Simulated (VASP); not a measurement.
Write the native input for VASP 6.6.1 that does the following.

| Item | Value |
| --- | --- |
| Task | single point |
| Functional | r2SCAN |
| Potentials or basis | VASP PAW PBE potentials, release 64 (Cd, Te) |
| Cutoff | 520 eV |
| k mesh | 6 × 6 × 6 |
| Occupations | gaussian, width 0.01 eV |
| Spin | no spin polarisation |
| Dipole correction | no |
| Further INCAR settings | ALGO = Normal; EDIFF = 1e-06; NBANDS = 16 |

Crystal: CdTe.

```
CELL_PARAMETERS angstrom
0.00000 3.24677 3.24677
3.24677 0.00000 3.24677
3.24677 3.24677 0.00000
ATOMIC_POSITIONS crystal
Cd 0.00000 0.00000 0.00000
Te 0.25000 0.25000 0.25000
```

This cell differs from its parent crystal: volume changed by -3%.

One way to write it, as run:

POSCAR

```
CdTe
1.0
    0.0000000000      3.2467686681      3.2467686681
    3.2467686681      0.0000000000      3.2467686681
    3.2467686681      3.2467686681      0.0000000000
Cd Te
1 1
Direct
    0.0000000000      0.0000000000      0.0000000000
    0.2500000000      0.2500000000      0.2500000000
```

INCAR.step1

```
PREC = Accurate
ENCUT = 520
ISMEAR = 0
SIGMA = 0.01
LREAL = False
LASPH = True
NELM = 60
NBANDS = 16
GGA = PE
ALGO = Normal
EDIFF = 1E-4
LWAVE = True
LCHARG = False
```

INCAR.step2

```
PREC = Accurate
ENCUT = 520
EDIFF = 1E-6
ISMEAR = 0
SIGMA = 0.01
LREAL = False
LASPH = True
NELM = 60
ALGO = Normal
ISIF = 2
LWAVE = False
LCHARG = False
METAGGA = R2SCAN
LMIXTAU = True
NBANDS = 16
ISTART = 1
```

KPOINTS

```
Automatic mesh
0
Gamma
  6 6 6
```

Potentials or basis: VASP PAW PBE potentials, release 64 (Cd, Te).

The run is started by

```sh
$ cat potpaw_PBE.64/Cd/POTCAR potpaw_PBE.64/Te/POTCAR > POTCAR
$ cp INCAR.step1 INCAR
$ mpirun -np 1 vasp_std > vasp.out
$ cp INCAR.step2 INCAR
$ mpirun -np 1 vasp_std > vasp.out
```

It gave:

| Quantity | Value |
| --- | --- |
| Pressure | 1.4 GPa |
| Band gap on the k mesh | 1.25 eV, direct |

Caveat: the PAW data sets were made with another functional, which shifts forces and pressure a little; spin-orbit coupling is left out, which moves the levels of the heavy elements.

Wall time 54 s on 1 thread of Intel(R) Xeon(R) Platinum 8488C (Sapphire Rapids), on a shared host, peak memory 0.22 GiB.
